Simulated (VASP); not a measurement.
A run of VASP 6.6.1 is set up as follows.

The input INCAR:

```
PREC = Accurate ; ENCUT = 560
EDIFF = 1E-6 ; ISMEAR = 0
SIGMA = 0.05 ; LREAL = False
LASPH = True ; NELM = 120
ALGO = Normal ; ISIF = 2
LWAVE = False ; LCHARG = True
LELF = True ; LVHAR = True
NBANDS = 22 ; GGA_COMPAT = False
```

The input KPOINTS:

```
regular mesh
0
Gamma
  18 18 10
```

Contents of POSCAR:

```
Re
1.0
    2.7370273395      0.0000000000      0.0000000000
   -1.3685136697      2.3703352068      0.0000000000
    0.0000000000      0.0000000000      4.4173455146
Re
2
Direct
    0.3333333333      0.6666666667      0.7500000000
    0.6666666667      0.3333333333      0.2500000000
```

Potentials or basis: VASP PAW LDA potentials, release 64 (Re_sv_GW).

Command:

```sh
$ cat potpaw_LDA.64/Re_sv_GW/POTCAR > POTCAR
$ mpirun -np 1 vasp_std > vasp.out
```

(1) Predict the pressure.

(2) Estimate the band gap on the k mesh.

Results:

(1) 0.0 GPa.

(2) zero (bands 15 and 16 overlap by 3.46 eV).

Caveat: spin-orbit coupling is left out, which moves the levels of the heavy elements.
